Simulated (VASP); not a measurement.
Set up this calculation in VASP 6.6.1, as the native input.

* Task: single point
* Functional: PBE
* Potentials or basis: VASP PAW PBE potentials, release 64 (Au)
* Cutoff: 520 eV
* k mesh: 16 × 16 × 16
* Occupations: fermi-dirac, width 0.0612256 eV
* Spin: no spin polarisation
* Dipole correction: no
* Further INCAR settings: ALGO = Normal; EDIFF = 1e-06; NBANDS = 18

The structure of Au lies in POSCAR:

```
Au
1.0
    0.0000000000      3.1020715983      3.1020715983
    3.1020715983      0.0000000000      3.1020715983
    3.1020715983      3.1020715983      0.0000000000
Au
2
Direct
    0.0000000000      0.0000000000      0.0000000000
    0.2500000000      0.2500000000      0.2500000000
```

This isn't the form of Au at room conditions, which is fcc.

These files were run (other wordings do the same):

INCAR

```
PREC = Accurate
ENCUT = 520
EDIFF = 1E-6
ISMEAR = -1
SIGMA = 0.06122561905347299
LREAL = F
LASPH = T
NELM = 80
ALGO = Normal
ISIF = 2
LWAVE = F
LCHARG = F
GGA = PE
NBANDS = 18
```

KPOINTS

```
regular mesh
0
Gamma
  16 16 16
```

Potentials or basis: VASP PAW PBE potentials, release 64 (Au).

The run is started by

```console
$ cat potpaw_PBE.64/Au/POTCAR > POTCAR
$ mpirun -np 1 vasp_std > vasp.out
```

Results of the run:

```json
{"Pressure": "-1.1 GPa", "Band gap on the k mesh": "zero (bands 11 and 12 overlap by 0.64 eV)"}
```

Caveat: spin-orbit coupling is left out, which moves the levels of the heavy elements.

It took 54 s on 1 thread of Intel(R) Xeon(R) 6975P-C (Granite Rapids) (shared host), peak memory 0.28 GiB.
